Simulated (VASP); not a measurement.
A run of VASP 6.6.1 is set up as follows.

The input INCAR:

```
ALGO = Normal
EDIFF = 1E-8
ENCUT = 520
GGA = CA
ISIF = 2
ISMEAR = -1
LASPH = T
LCHARG = F
LEFG = T
LREAL = F
LWAVE = F
NBANDS = 11
NELM = 100
PREC = Accurate
SIGMA = 0.05
```

File KPOINTS:

```
k-points
0
Gamma
  18 18 18
```

POSCAR

```
Pd
1.0
    0.0000000000      1.9449000000      1.9449000000
    1.9449000000      0.0000000000      1.9449000000
    1.9449000000      1.9449000000      0.0000000000
Pd
1
Direct
    0.0000000000      0.0000000000      0.0000000000
```

Potentials or basis: VASP PAW LDA potentials, release 64 (Pd).

Command:

```sh
$ cat potpaw_LDA.64/Pd/POTCAR > POTCAR
$ mpirun -np 1 vasp_std > vasp.out
```

**Question.** What does it give for the pressure?

**Answer.** -7.8 GPa.

**Question.** Estimate the band gap on the k mesh.

**Answer.** Zero (bands 5 and 6 overlap by 1.59 eV).

Caveat: the cell stands under tension.
